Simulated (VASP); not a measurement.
# As (R-3m) in VASP: single point with LDA

Aim: the single point of As with LDA.

All numbers are computed with VASP 6.6.1; they aren't measurements. Logs are shortened: lines on timing, memory, paths and dates and some standing lists are left out, and cuts for length are marked.

## (1) The cell of the first run

It takes space group R-3m (No. 166, trigonal). Conventional cell: a = 3.760 Å, b = 3.760 Å, c = 9.989 Å, α = 90.00°, β = 90.00°, γ = 120.00°. As (site symmetry 3m) has 6 As at 2.52 to 2.99 Å within 3.3 Å.

## (2) Single point, LDA

Contents of INCAR:

```
SYSTEM = As
  ALGO = Normal
  EDIFF = 1E-6
  ENCUT = 510
  GGA_COMPAT = .False.
  ISIF = 2
  ISMEAR = -1
  LASPH = .True.
  LCHARG = .False.
  LREAL = .False.
  LWAVE = .False.
  NBANDS = 22
  NELM = 120
  PREC = Accurate
  SIGMA = 0.05
```

Contents of KPOINTS:

```
k-points
0
Gamma
  11 11 11
  0 0 0
```

Contents of POSCAR:

```
As
1.0
    1.8798913382      1.0853557701      3.3295843999
   -1.8798913382      1.0853557701      3.3295843999
    0.0000000000     -2.1707115403      3.3295843998
As
2
Direct
    0.7695292492      0.7695292492      0.7695292492
    0.2304707508      0.2304707508      0.2304707508
```

Potentials or basis: VASP PAW LDA potentials, release 64 (As_d).

Run with:

```console
$ cat potpaw_LDA.64/As_d/POTCAR > POTCAR
$ mpirun -np 1 vasp_std > vasp.out
```

OUTCAR:

```text
SYSTEM = As
   EDIFF = 1E-6
   ENCUT = 510
   ISIF = 2
   ISMEAR = -1
   LASPH = .True.
   LREAL = .False.
   NELM = 120
   PREC = Accurate

 ion  position               nearest neighbor table
   1  0.770  0.770  0.770-   2 2.52   2 2.52   2 2.52
   2  0.230  0.230  0.230-   1 2.52   1 2.52   1 2.52

  LATTYP: Found a trigonal (rhomboedric) cell.
 ALAT       =     3.9746850023
 COS(alpha) =     0.5526061013

  Lattice vectors:

 A1 = (   1.8798913382,   1.0853557701,   3.3295843999)
 A2 = (  -1.8798913382,   1.0853557701,   3.3295843999)
 A3 = (   0.0000000000,  -2.1707115403,   3.3295843998)

Analysis of symmetry for initial positions (statically):
=====================================================================
 Subroutine PRICEL returns:
 Original cell was already a primitive cell.

 Routine SETGRP: Setting up the symmetry group for a
 trigonal (rhombohedral) supercell.

 Subroutine GETGRP returns: Found 12 space group operations
 (whereof 12 operations were pure point group operations)
 out of a pool of 12 trial point group operations.

The static configuration has the point symmetry D_3d.

Analysis of symmetry for dynamics (positions and initial velocities):
=====================================================================
 Subroutine PRICEL returns:
 Original cell was already a primitive cell.

 Routine SETGRP: Setting up the symmetry group for a
 trigonal (rhombohedral) supercell.

 Subroutine GETGRP returns: Found 12 space group operations
 (whereof 12 operations were pure point group operations)
 out of a pool of 12 trial point group operations.

The dynamic configuration has the point symmetry D_3d.

 Subroutine INISYM returns: Found 12 space group operations
 (whereof 12 operations are pure point group operations),
 and found     1 'primitive' translations

----------------------------------------------------------------------------------------

                                     Primitive cell

  volume of cell :      40.7611

  direct lattice vectors                    reciprocal lattice vectors
     1.879891338  1.085355770  3.329584400     0.265972820  0.153559479  0.100112595
    -1.879891338  1.085355770  3.329584400    -0.265972820  0.153559479  0.100112595
     0.000000000 -2.170711540  3.329584400     0.000000000 -0.307118958  0.100112595

  length of vectors
     3.974685002  3.974685002  3.974685002     0.323024126  0.323024126  0.323024126

  position of ions in fractional coordinates (direct lattice)
     0.769529249  0.769529249  0.769529249
     0.230470751  0.230470751  0.230470751

  ion indices of the primitive-cell ions
   primitive index   ion index
                 1           1
                 2           2

----------------------------------------------------------------------------------------

 KPOINTS: k-points

Automatic generation of k-mesh.
 Grid dimensions read from file:
 generate k-points for:   11   11   11

 Generating k-lattice:

  Cartesian coordinates                     Fractional coordinates (reciprocal lattice)
     0.024179347  0.013959953  0.009101145     0.090909091 -0.000000000  0.000000000
    -0.024179347  0.013959953  0.009101145    -0.000000000  0.090909091  0.000000000
     0.000000000 -0.027919905  0.009101145     0.000000000  0.000000000  0.090909091

  Length of vectors
     0.029365830  0.029365830  0.029365830

  Shift w.r.t. Gamma in fractional coordinates (k-lattice)
     0.000000000  0.000000000  0.000000000

 Subroutine IBZKPT returns following result:
 ===========================================

 Found    146 irreducible k-points:

 Following reciprocal coordinates:
            Coordinates               Weight
  0.000000  0.000000  0.000000      1.000000
  0.090909 -0.000000 -0.000000      6.000000
  0.181818  0.000000 -0.000000      6.000000
  0.272727  0.000000  0.000000      6.000000
  0.363636  0.000000  0.000000      6.000000
  0.454545  0.000000  0.000000      6.000000
[... 16 lines left out ...]
 -0.272727  0.181818 -0.000000     12.000000
 -0.181818  0.181818  0.000000      6.000000
 [... further k-points ...]
   k-points           NKPTS =    146   k-points in BZ     NKDIM =    146   number of bands    NBANDS=     22
   number of dos      NEDOS =    301   number of ions     NIONS =      2
   total plane-waves  NPLWV =  27000
   dimension x,y,z NGX =    30 NGY =   30 NGZ =   30
   dimension x,y,z NGXF=    60 NGYF=   60 NGZF=   60
   ions per type =               2
   NGX,Y,Z   is equivalent  to a cutoff of  12.55, 12.55, 12.55 a.u.
   NGXF,Y,Z  is equivalent  to a cutoff of  25.10, 25.10, 25.10 a.u.
 SYSTEM =  As
   PREC   = accura    normal or accurate (medium, high low for compatibility)
   ISTART =      0    job   : 0-new  1-cont  2-samecut
   ICHARG =      2    charge: 1-file 2-atom 10-const
   ISPIN  =      1    spin polarized calculation?
   LNONCOLLINEAR =      F non collinear calculations
   LSORBIT =      F    spin-orbit coupling
   LASPH  =      T    aspherical Exc in radial PAW
   ENCUT  =  510.0 eV  37.48 Ry    6.12 a.u.   7.32  7.32  7.32*2*pi/ulx,y,z
   NELM   =    120;   NELMIN=  2; NELMDL= -5     # of ELM steps
   EDIFF  = 0.1E-05   stopping-criterion for ELM
   LREAL  =      F    real-space projection
   EDIFFG = 0.1E-04   stopping-criterion for IOM
   NSW    =      0    number of steps for IOM
   IBRION =     -1    ionic relax: 0-MD 1-quasi-New 2-CG
   NFREE  =      0    steps in history (QN), initial steepest desc. (CG)
   ISIF   =      2    stress and relaxation
   ISYM   =      2    0-nonsym 1-usesym 2-fastsym
   POTIM  = 0.5000    time-step for ionic-motion
   TEBEG  =    0.0;   TEEND  =   0.0 temperature during run
   PSTRESS=    0.0 pullay stress
   NELECT =      30.0000    total number of electrons
   NUPDOWN=      -1.0000    fix difference up-down
   EMIN   =  10.00;   EMAX   =-10.00  energy-range for DOS
   EFERMI =   0.00;   METHOD = LEGACY
   ISMEAR =    -1;   SIGMA  =   0.05  broadening in eV -4-tet -1-fermi 0-gaus
   EFERMI_NEDOS =   21; number of points for ismear=-14 and -15
   IALGO  =     38    algorithm
   IMIX   =      4    mixing-type and parameters
     AMIX     =   0.40;   BMIX     =  1.00
     AMIX_MAG =   1.60;   BMIX_MAG =  1.00
  volume/ion in A,a.u.               =      20.38       137.53
  Fermi-wavevector in a.u.,A,eV,Ry     =   1.478087  2.793179 29.725191  2.184740
  Thomas-Fermi vector in A             =   2.592411
   LORBIT       =      0    0 simple, 1 ext, 2 COOP (PROOUT), +10 PAW based schemes
   GGA     = CA    functional components
   LHFCALC =     F    Hartree Fock is set to
   AEXX    =    0.0000 exact exchange contribution
   IVDW    =     0    specifies the selected vdW correction
   LEPSILON=     F    determine dielectric tensor
   LRPA    =     F    only Hartree local field effects (RPA)
 non-spin polarized calculation
  energy-cutoff  :      510.00
  volume of cell :       40.76
 maximum number of plane-waves:      1082
 NGX is ok and might be reduce to    30
   NGX = 15   NGY = 15   NGZ = 15

 number of electron      30.0000011 magnetization

 Free energy of the ion-electron system (eV)
  ---------------------------------------------------
  ext. energy  EPLUGINS =         0.00000000
  ---------------------------------------------------
  free energy    TOTEN  =       -10.78470410 eV

  energy without entropy =      -10.78405720  energy(sigma->0) =      -10.78438065

 E-fermi :   4.2735     XC(G=0): -11.2887

 val. band max:        4.1673259431   @ k =   0.4545   0.0000   0.0000
 cond. band min:       4.3923722229   @ k =   0.3636   0.1818   0.1818
 fundamental gap:      0.2250462798
 Fermi energy:         4.2734680192

 k-point     1 :       0.0000    0.0000    0.0000
  band No.  band energies     occupation
      1     -32.2129      2.00000
      2     -32.2129      2.00000
      3     -32.1636      2.00000
      4     -32.1636      2.00000
      5     -32.1364      2.00000
      6     -32.0931      2.00000
[... 14 lines left out ...]
     21      11.1384      0.00000
     22      12.9154      0.00000

 k-point     2 :       0.0909   -0.0000   -0.0000
  band No.  band energies     occupation
      1     -32.2114      2.00000
      2     -32.2103      2.00000
      3     -32.1626      2.00000
      4     -32.1618      2.00000
      5     -32.1355      2.00000
      6     -32.0944      2.00000
[... 14 lines left out ...]
     21      10.7363      0.00000
     22      13.6997      0.00000

 k-point     3 :       0.1818    0.0000   -0.0000
  band No.  band energies     occupation
      1     -32.2072      2.00000
      2     -32.2025      2.00000
      3     -32.1599      2.00000
      4     -32.1567      2.00000
      5     -32.1327      2.00000
      6     -32.0980      2.00000
[... 14 lines left out ...]
     21      11.0854      0.00000
     22      15.3966      0.00000

 k-point     4 :       0.2727    0.0000    0.0000
  band No.  band energies     occupation
      1     -32.2011      2.00000
      2     -32.1906      2.00000
      3     -32.1560      2.00000
      4     -32.1489      2.00000
      5     -32.1285      2.00000
      6     -32.1037      2.00000
[... 14 lines left out ...]
     21      12.1484      0.00000
     22      17.0587      0.00000

 k-point     5 :       0.3636    0.0000    0.0000
  band No.  band energies     occupation
      1     -32.1950      2.00000
      2     -32.1765      2.00000
      3     -32.1516      2.00000
      4     -32.1396      2.00000
      5     -32.1242      2.00000
      6     -32.1110      2.00000
[... 417 lines left out ...]
 k-point    22 :      -0.3636    0.1818    0.0000
  band No.  band energies     occupation
      1     -32.1984      2.00000
      2     -32.1532      2.00000
      3     -32.1434      2.00000
      4     -32.1356      2.00000
      5     -32.1316      2.00000
      6     -32.1239      2.00000
[... 14 lines left out ...]
     21      13.8562      0.00000
     22      17.5569      0.00000

 k-point    23 :      -0.2727    0.1818   -0.0000
  band No.  band energies     occupation
      1     -32.2020      2.00000
      2     -32.1641      2.00000
      3     -32.1500      2.00000
      4     -32.1418      2.00000
      5     -32.1226      2.00000
      6     -32.1186      2.00000
[... 14 lines left out ...]
     21      15.1272      0.00000
     22      16.4607      0.00000

 k-point    24 :      -0.1818    0.1818    0.0000
  band No.  band energies     occupation
      1     -32.2055      2.00000
      2     -32.1793      2.00000
      3     -32.1545      2.00000
      4     -32.1477      2.00000
      5     -32.1246      2.00000
      6     -32.1120      2.00000
[... 14 lines left out ...]
     21      14.3192      0.00000
     22      14.3613      0.00000

 [... further k-points ...]

------------------------ aborting loop because EDIFF is reached ----------------------------------------

  FORCE on cell =-STRESS in cart. coord.  units (eV):
  Direction    XX          YY          ZZ          XY          YZ          ZX
  --------------------------------------------------------------------------------------
  -------------------------------------------------------------------------------------
  Total        0.0897112      0.0897112      0.0661026      0.0000000      0.0000000      0.0000000
  in kB        3.5262331      3.5262331      2.5982603      0.0000000      0.0000000      0.0000000
  external PRESSURE =       3.2169088 kB  Pullay stress =       0.0000000 kB

 VOLUME and BASIS-vectors are now :
 -----------------------------------------------------------------------------
  energy-cutoff  :      510.00
  volume of cell :       40.76
      direct lattice vectors                 reciprocal lattice vectors
     1.879891338  1.085355770  3.329584400     0.265972820  0.153559479  0.100112595
    -1.879891338  1.085355770  3.329584400    -0.265972820  0.153559479  0.100112595
     0.000000000 -2.170711540  3.329584400     0.000000000 -0.307118958  0.100112595

 POSITION                                       TOTAL-FORCE (eV/Angst)
 -----------------------------------------------------------------------------------
      0.00000     -0.00000      7.68664         0.000000      0.000000     -0.034696
      0.00000     -0.00000      2.30212         0.000000     -0.000000      0.034696
 -----------------------------------------------------------------------------------
    total drift:                               -0.000000     -0.000000      0.000000

  FREE ENERGIE OF THE ION-ELECTRON SYSTEM (eV)
  ---------------------------------------------------
  free  energy   TOTEN  =       -10.7847041015 eV

  energy  without entropy=      -10.7840571965  energy(sigma->0) =      -10.78438065
```

Run time: 98 s. Hardware: 1 thread of Intel Xeon Platinum 8259CL at 2.50GHz (Skylake/Cascade Lake), shared host; peak memory 0.22 GiB.

What came out:

```
Free energy            : -10.7847 eV
Pressure               : 0.3 GPa
Largest force          : 0.035 eV/Å
Band gap on the k mesh : zero (bands 15 and 16 overlap by 0.23 eV)
```

Forces on the atoms (eV/Å):
```
As   0.000  0.000 -0.035
As   0.000  0.000  0.035
```

Levels at points of the mesh, in eV from the Fermi level:
| k point | band 13 | band 14 | band 15 | band 16 | band 17 | band 18 |
| --- | --- | --- | --- | --- | --- | --- |
| (0.00, 0.00, 0.00) | -2.46 | -2.18 | -2.18 | 2.08 | 3.11 | 3.11 |

The gap in the log of VASP goes by the Fermi energy; the results here count the filled bands.